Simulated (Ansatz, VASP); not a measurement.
Cu in VASP and in Ansatz

```
Cu
1.0
     0.00000    1.75921    1.75921
     1.75921    0.00000    1.75921
     1.75921    1.75921    0.00000
Cu
1
Direct
  0.00000 0.00000 0.00000
```

Alike in both runs: functional LDA; k mesh 18 × 18 × 18; occupations fermi-dirac, width 0.05 eV; no spin polarisation.

Ansatz relaxed the structure, and its values are those at the end. VASP's run is a single point on that final structure, the one shown.

|  | VASP | Ansatz |
| --- | --- | --- |
| version | VASP 6.6.1 | Ansatz 0.2.0 |
| potentials or method | VASP PAW LDA potentials, release 64 (Cu), cutoff 600 eV | plane-wave PAW DFT |
| valence electrons in the cell | 11 | 19 |

Ansatz gave:

* pressure (GPa): 0.0

Question: Which values does VASP return?

Answer: Pressure (GPa): 1.0.

Ansatz warns that its potentials were made for another functional, while VASP's fit it. LDA's correlation is that of Perdew and Zunger in VASP and of Perdew and Wang (1992) in Ansatz. VASP's potentials hold 11 valence electrons a cell and Ansatz's 19, so a difference there can come from the potentials and not from the codes.
